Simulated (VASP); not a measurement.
# Cu (P6_3/mmc) in VASP: a series of runs, part 3 of 3

VASP 6.6.1. Earlier steps stand in the parts before.

## Step 4: Single point, PBEsol

This run uses another cell than the first one, of 10.75 Å³/atom.

File INCAR:

```
SYSTEM = Cu
ALGO = Normal ; EDIFF = 1E-6
ENCUT = 520 ; GGA = PS
ISIF = 2 ; ISMEAR = -1
LASPH = .TRUE. ; LCHARG = .FALSE.
LREAL = .FALSE. ; LWAVE = .FALSE.
NBANDS = 18 ; NELM = 100
PREC = Accurate ; SIGMA = 0.05
```

File KPOINTS:

```
k-points
0
G
  12 12 7
  0 0 0
```

File POSCAR:

```
Cu
1.0
    2.4791410940      0.0000000000      0.0000000000
   -1.2395705470      2.1469991669      0.0000000000
    0.0000000000      0.0000000000      4.0390593838
Cu
2
Direct
    0.6666666667      0.3333333333      0.7500000000
    0.3333333333      0.6666666667      0.2500000000
```

Potentials or basis: VASP PAW PBE potentials, release 64 (Cu).

Run with:

```
cat potpaw_PBE.64/Cu/POTCAR > POTCAR
mpirun -np 1 vasp_std > vasp.out
```

OUTCAR:

```text
SYSTEM = Cu
   EDIFF = 1E-6
   ENCUT = 520
   GGA = PS
   ISIF = 2
   ISMEAR = -1
   LASPH = .TRUE.
   LREAL = .FALSE.
   NELM = 100
   PREC = Accurate

 ion  position               nearest neighbor table
   1  0.667  0.333  0.750-   2 2.48   2 2.48   2 2.48   2 2.48   2 2.48   2 2.48
   2  0.333  0.667  0.250-   1 2.48   1 2.48   1 2.48   1 2.48   1 2.48   1 2.48

  LATTYP: Found a hexagonal cell.
 ALAT       =     2.4791410940
 C/A-ratio  =     1.6292172291

  Lattice vectors:

 A1 = (   2.4791410940,   0.0000000000,   0.0000000000)
 A2 = (  -1.2395705470,   2.1469991669,   0.0000000000)
 A3 = (   0.0000000000,   0.0000000000,   4.0390593838)

Analysis of symmetry for initial positions (statically):
=====================================================================
 Subroutine PRICEL returns:
 Original cell was already a primitive cell.

 Routine SETGRP: Setting up the symmetry group for a
 hexagonal supercell.

 Subroutine GETGRP returns: Found 24 space group operations
 (whereof 12 operations were pure point group operations)
 out of a pool of 24 trial point group operations.

The static configuration has the point symmetry D_3d.
 The point group associated with its full space group is D_6h.

Analysis of symmetry for dynamics (positions and initial velocities):
=====================================================================
 Subroutine PRICEL returns:
 Original cell was already a primitive cell.

 Routine SETGRP: Setting up the symmetry group for a
 hexagonal supercell.

 Subroutine GETGRP returns: Found 24 space group operations
 (whereof 12 operations were pure point group operations)
 out of a pool of 24 trial point group operations.

The dynamic configuration has the point symmetry D_3d.
 The point group associated with its full space group is D_6h.

 Subroutine INISYM returns: Found 24 space group operations
 (whereof 12 operations are pure point group operations),
 and found     1 'primitive' translations

----------------------------------------------------------------------------------------

                                     Primitive cell

  volume of cell :      21.4988

  direct lattice vectors                    reciprocal lattice vectors
     2.479141094  0.000000000  0.000000000     0.403365505  0.232883183  0.000000000
    -1.239570547  2.146999167  0.000000000     0.000000000  0.465766366  0.000000000
     0.000000000  0.000000000  4.039059384     0.000000000  0.000000000  0.247582396

  length of vectors
     2.479141094  2.479141094  4.039059384     0.465766366  0.465766366  0.247582396

  position of ions in fractional coordinates (direct lattice)
     0.666666667  0.333333333  0.750000000
     0.333333333  0.666666667  0.250000000

  ion indices of the primitive-cell ions
   primitive index   ion index
                 1           1
                 2           2

----------------------------------------------------------------------------------------

 KPOINTS: k-points

Automatic generation of k-mesh.
 Grid dimensions read from file:
 generate k-points for:   12   12    7

 Generating k-lattice:

  Cartesian coordinates                     Fractional coordinates (reciprocal lattice)
     0.033613792  0.019406932  0.000000000     0.083333333  0.000000000  0.000000000
     0.000000000  0.038813864  0.000000000     0.000000000  0.083333333  0.000000000
     0.000000000  0.000000000  0.035368914     0.000000000  0.000000000  0.142857143

  Length of vectors
     0.038813864  0.038813864  0.035368914

  Shift w.r.t. Gamma in fractional coordinates (k-lattice)
     0.000000000  0.000000000  0.000000000

 Subroutine IBZKPT returns following result:
 ===========================================

 Found     76 irreducible k-points:

 Following reciprocal coordinates:
            Coordinates               Weight
  0.000000  0.000000  0.000000      1.000000
  0.083333 -0.000000  0.000000      6.000000
  0.166667  0.000000  0.000000      6.000000
  0.250000 -0.000000  0.000000      6.000000
  0.333333  0.000000  0.000000      6.000000
  0.416667 -0.000000  0.000000      6.000000
[... 16 lines left out ...]
  0.250000 -0.000000  0.142857     12.000000
  0.333333  0.000000  0.142857     12.000000
 [... further k-points ...]
   k-points           NKPTS =     76   k-points in BZ     NKDIM =     76   number of bands    NBANDS=     18
   number of dos      NEDOS =    301   number of ions     NIONS =      2
   total plane-waves  NPLWV =   9720
   dimension x,y,z NGX =    18 NGY =   18 NGZ =   30
   dimension x,y,z NGXF=    36 NGYF=   36 NGZF=   60
   ions per type =               2
   NGX,Y,Z   is equivalent  to a cutoff of  12.07, 12.07, 12.35 a.u.
   NGXF,Y,Z  is equivalent  to a cutoff of  24.14, 24.14, 24.70 a.u.
 SYSTEM =  Cu
   PREC   = accura    normal or accurate (medium, high low for compatibility)
   ISTART =      0    job   : 0-new  1-cont  2-samecut
   ICHARG =      2    charge: 1-file 2-atom 10-const
   ISPIN  =      1    spin polarized calculation?
   LNONCOLLINEAR =      F non collinear calculations
   LSORBIT =      F    spin-orbit coupling
   LASPH  =      T    aspherical Exc in radial PAW
   ENCUT  =  520.0 eV  38.22 Ry    6.18 a.u.   4.61  4.61  7.51*2*pi/ulx,y,z
   NELM   =    100;   NELMIN=  2; NELMDL= -5     # of ELM steps
   EDIFF  = 0.1E-05   stopping-criterion for ELM
   LREAL  =      F    real-space projection
[... 7 lines left out ...]
   TEBEG  =    0.0;   TEEND  =   0.0 temperature during run
   PSTRESS=    0.0 pullay stress
   NELECT =      22.0000    total number of electrons
   NUPDOWN=      -1.0000    fix difference up-down
   EMIN   =  10.00;   EMAX   =-10.00  energy-range for DOS
   EFERMI =   0.00;   METHOD = LEGACY
   ISMEAR =    -1;   SIGMA  =   0.05  broadening in eV -4-tet -1-fermi 0-gaus
   EFERMI_NEDOS =   21; number of points for ismear=-14 and -15
   IALGO  =     38    algorithm
   IMIX   =      4    mixing-type and parameters
     AMIX     =   0.40;   BMIX     =  1.00
     AMIX_MAG =   1.60;   BMIX_MAG =  1.00
  volume/ion in A,a.u.               =      10.75        72.54
  Fermi-wavevector in a.u.,A,eV,Ry     =   1.649724  3.117526 37.029467  2.721589
  Thomas-Fermi vector in A             =   2.738795
   LORBIT       =      0    0 simple, 1 ext, 2 COOP (PROOUT), +10 PAW based schemes
   GGA     = PS    functional components
   LHFCALC =     F    Hartree Fock is set to
   AEXX    =    0.0000 exact exchange contribution
   IVDW    =     0    specifies the selected vdW correction
   LEPSILON=     F    determine dielectric tensor
   LRPA    =     F    only Hartree local field effects (RPA)
 non-spin polarized calculation
  energy-cutoff  :      520.00
  volume of cell :       21.50
 maximum number of plane-waves:       591
   NGX =  9   NGY =  9   NGZ = 15

 number of electron      21.9999983 magnetization

 Free energy of the ion-electron system (eV)
  ---------------------------------------------------
  ext. energy  EPLUGINS =         0.00000000
  ---------------------------------------------------
  free energy    TOTEN  =        -8.54591961 eV

  energy without entropy =       -8.53816127  energy(sigma->0) =       -8.54204044

 E-fermi :   8.5773     XC(G=0): -13.4667

 val. band max:        8.5385720490   @ k =   0.0833   0.0833   0.1429
 cond. band min:       8.5777913706   @ k =   0.3333   0.1667   0.2857
 fundamental gap:      0.0392193216
 Fermi energy:         8.5772604981

 k-point     1 :       0.0000    0.0000    0.0000
  band No.  band energies     occupation
      1      -1.5102      2.00000
      2       2.9715      2.00000
      3       5.2938      2.00000
      4       5.3555      2.00000
      5       5.3555      2.00000
      6       5.6007      2.00000
[... 10 lines left out ...]
     17      33.3453      0.00000
     18      33.3464      0.00000

 k-point     2 :       0.0833   -0.0000    0.0000
  band No.  band energies     occupation
      1      -1.2705      2.00000
      2       3.1120      2.00000
      3       5.1491      2.00000
      4       5.4490      2.00000
      5       5.4712      2.00000
      6       5.5596      2.00000
[... 10 lines left out ...]
     17      33.8766      0.00000
     18      34.2694      0.00000
[... 442 lines left out ...]
 k-point    24 :       0.3333    0.0000    0.1429
  band No.  band energies     occupation
      1       1.9449      2.00000
      2       3.7843      2.00000
      3       4.0863      2.00000
      4       4.7476      2.00000
      5       5.3454      2.00000
      6       5.4533      2.00000
[... 10 lines left out ...]
     17      26.9273      0.00000
     18      29.6195      0.00000

 [... further k-points ...]

------------------------ aborting loop because EDIFF is reached ----------------------------------------

  FORCE on cell =-STRESS in cart. coord.  units (eV):
  Direction    XX          YY          ZZ          XY          YZ          ZX
  --------------------------------------------------------------------------------------
  -------------------------------------------------------------------------------------
  Total        1.4452226      1.4452226      1.4313776      0.0000000      0.0000000      0.0000000
  in kB      107.7040342    107.7040342    106.6722485      0.0000000      0.0000000      0.0000000
  external PRESSURE =     107.3601056 kB  Pullay stress =       0.0000000 kB

 VOLUME and BASIS-vectors are now :
 -----------------------------------------------------------------------------
  energy-cutoff  :      520.00
  volume of cell :       21.50
      direct lattice vectors                 reciprocal lattice vectors
     2.479141094  0.000000000  0.000000000     0.403365505  0.232883183  0.000000000
    -1.239570547  2.146999167  0.000000000     0.000000000  0.465766366  0.000000000
     0.000000000  0.000000000  4.039059384     0.000000000  0.000000000  0.247582396

 POSITION                                       TOTAL-FORCE (eV/Angst)
 -----------------------------------------------------------------------------------
      1.23957      0.71567      3.02929        -0.000000      0.000000      0.000000
     -0.00000      1.43133      1.00976         0.000000     -0.000000      0.000000
 -----------------------------------------------------------------------------------
    total drift:                                0.000000     -0.000000      0.000000

  FREE ENERGIE OF THE ION-ELECTRON SYSTEM (eV)
  ---------------------------------------------------
  free  energy   TOTEN  =        -8.5459196138 eV

  energy  without entropy=       -8.5381612656  energy(sigma->0) =       -8.54204044
```

OSZICAR:

```text
N       E                     dE             d eps       ncg     rms          rms(c)
DAV:   1     0.122643959390E+03    0.12264E+03   -0.10557E+04  2968   0.225E+03
DAV:   2    -0.434449185853E+01   -0.12699E+03   -0.12056E+03  2742   0.295E+02
DAV:   3    -0.107201656301E+02   -0.63757E+01   -0.61701E+01  3048   0.885E+01
DAV:   4    -0.107881233215E+02   -0.67958E-01   -0.67910E-01  3306   0.993E+00
DAV:   5    -0.107889188156E+02   -0.79549E-03   -0.79546E-03  3366   0.936E-01    0.120E+01
DAV:   6    -0.929736595958E+01    0.14916E+01   -0.12189E+01  2906   0.104E+02    0.542E+00
DAV:   7    -0.857862143697E+01    0.71874E+00   -0.22709E+00  2992   0.410E+01    0.884E-01
DAV:   8    -0.854988864109E+01    0.28733E-01   -0.15532E-02  3206   0.150E+00    0.456E-01
DAV:   9    -0.854587808478E+01    0.40106E-02   -0.43614E-03  3458   0.197E+00    0.237E-02
DAV:  10    -0.854591628728E+01   -0.38203E-04   -0.20851E-04  3552   0.183E-01    0.536E-03
DAV:  11    -0.854591997891E+01   -0.36916E-05   -0.27801E-06  2894   0.239E-02    0.396E-03
DAV:  12    -0.854591961377E+01    0.36514E-06   -0.90802E-07  1796   0.237E-02
   1 F= -.85459196E+01 E0= -.85420404E+01  d E =-.775835E-02
```

Wall time 26 s (1 thread of Intel Xeon 8259CL, shared host); peak memory 0.14 GiB.

Results:

```yaml
Free_energy: -8.5459 eV
Pressure: 10.7 GPa
Band_gap_on_the_k_mesh: zero (bands 11 and 12 overlap by 6.21 eV)
```

Stress tensor (GPa, compression positive):
```
10.77  0.00  0.00
 0.00 10.77  0.00
 0.00  0.00 10.67
```

Caveat: the cell stands under pressure; the PAW data sets were made with another functional, which shifts forces and pressure a little.

## Step 5: Single point, PBEsol

This run uses another cell than the first one, of 11.02 Å³/atom.

File INCAR:

```
ALGO     = Normal         # electronic algorithm
EDIFF    = 1E-6           # SCF threshold, eV
ENCUT    = 520            # plane-wave cutoff, eV
GGA      = PS             # functional
ISIF     = 2              # what is computed and relaxed
ISMEAR   = -1             # smearing method
LASPH    = T              # aspherical terms in the spheres
LCHARG   = T              # write CHGCAR
LELF     = T              # ELF
LREAL    = F              # projectors in reciprocal space
LVHAR    = T            
LWAVE    = F              # write WAVECAR
NBANDS   = 18             # bands
NELM     = 60             # most SCF steps
PREC     = Accurate       # precision mode
SIGMA    = 0.05           # smearing width, eV
```

File KPOINTS:

```
k-points
0
Gamma
  12 12 7
```

File POSCAR:

```
Cu
1.0
    2.5002619571      0.0000000000      0.0000000000
   -1.2501309785      2.1652903710      0.0000000000
    0.0000000000      0.0000000000      4.0715591098
Cu
2
Direct
    0.6666666667      0.3333333333      0.7500000000
    0.3333333333      0.6666666667      0.2500000000
```

Run with:

```
cat potpaw_PBE.64/Cu/POTCAR > POTCAR
mpirun -np 1 vasp_std > vasp.out
```

Wall time 32 s (1 thread of Intel Xeon 8259CL, shared host); peak memory 0.15 GiB.

Results (log left out):

- Free energy: -8.5742 eV
- Pressure: 5.7 GPa
- Band gap on the k mesh: zero (bands 11 and 12 overlap by 6.10 eV)

Stress tensor (GPa, compression positive):
```
5.73 0.00 0.00
0.00 5.73 0.00
0.00 0.00 5.65
```

Levels at points of the mesh, in eV from the Fermi level:
```csv
k point,band 9,band 10,band 11,band 12,band 13,band 14
"(0.00, 0.00, 0.00)",-2.59,-1.75,-1.75,-1.17,4.19,21.91
"(0.50, 0.00, 0.00)",-1.59,-1.54,0.03,1.72,8.11,8.58
```

Caveat: the cell stands under pressure; the PAW data sets were made with another functional, which shifts forces and pressure a little.

## Step 6: Overview

| cell | gap on the mesh (eV) | pressure (GPa) |
| --- | --- | --- |
| a = 2.415, b = 2.415, c = 3.939 Å, angles 90.0, 90.0, 120.0°, 2 atoms | none | 30.5 |
| a = 2.444, b = 2.444, c = 3.984 Å, angles 90.0, 90.0, 120.0°, 2 atoms | none | 20.7 |
| a = 2.479, b = 2.479, c = 4.039 Å, angles 90.0, 90.0, 120.0°, 2 atoms | none | 10.7 |
| a = 2.500, b = 2.500, c = 4.072 Å, angles 90.0, 90.0, 120.0°, 2 atoms | none | 5.7 |

Alike in all rows: task single point; level PBEsol; potentials or basis VASP PAW PBE potentials, release 64 (Cu); no spin polarisation; k mesh 12 × 12 × 7; cutoff (eV) 520; smearing fermi-dirac 0.05 eV.

Caveats: the cell stands under pressure; the PAW data sets were made with another functional, which shifts forces and pressure a little.

Total energies depend on the potentials used, so only differences within one code and one set of settings carry meaning.

The gap in the log of VASP goes by the Fermi energy; the results here count the filled bands.